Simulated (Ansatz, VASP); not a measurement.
# Sb in VASP and in Ansatz

Contents of INCAR:

```
SYSTEM = Sb
  PREC = Accurate
  ENCUT = 520
  EDIFF = 1E-6
  ISMEAR = 0
  SIGMA = 0.15
  LREAL = .FALSE.
  LASPH = .TRUE.
  NELM = 100
  ALGO = Normal
  ISIF = 2
  LWAVE = .FALSE.
  LCHARG = .FALSE.
  GGA = CA
  NBANDS = 8
```

KPOINTS

```
regular mesh
0
G
  24 24 24
  0 0 0
```

Contents of POSCAR:

```
Sb
1.0
   -1.5272406777      1.5272406777      2.8898476584
    1.5272406777     -1.5272406777      2.8898476584
    1.5272406777      1.5272406777     -2.8898476584
Sb
1
Direct
    0.0000000000      0.0000000000      0.0000000000
```

Input for Ansatz:

```yaml
crystal:
  lattice:
    - [-1.5272406777, 1.5272406777, 2.8898476584]
    - [1.5272406777, -1.5272406777, 2.8898476584]
    - [1.5272406777, 1.5272406777, -2.8898476584]
  atoms:
    - { symbol: Sb, position: [0.0, 0.0, 0.0] }
basis:
  ecutwfc: 420
kpoints:
  mp_grid: { grid: [24, 24, 24] }
hamiltonian:
  xc: lda
scf:
  occupations: { method: gaussian, width: 0.15 }
output:
  forces: true
  stress: true
  eigenvalues: true
```

Alike in both runs: task single point; functional LDA; k mesh 24 × 24 × 24; occupations gaussian, width 0.15 eV; no spin polarisation.

|  | VASP | Ansatz |
| --- | --- | --- |
| version | VASP 6.6.1 | Ansatz 0.2.0 |
| potentials or method | VASP PAW LDA potentials, release 64 (Sb), cutoff 520 eV | scalar-relativistic, plane waves, PAW |
| valence electrons in the cell | 5 | 15 |

```tsv
	VASP	Ansatz	Ansatz less VASP
gap on the k mesh at the Fermi level (eV)	none	none	-
pressure (GPa)	-0.8	-1.0	-0.15
traceless stress, the component that is largest in VASP (GPa)	-1.63	-1.54	+0.091
```

LDA's correlation is that of Perdew and Zunger in VASP and of Perdew and Wang (1992) in Ansatz. A gap of «none» marks a metal or a gap that the smearing closes. VASP's potentials hold 5 valence electrons a cell and Ansatz's 15, so a difference there can come from the potentials and not from the codes.

Spin-orbit coupling is off throughout.
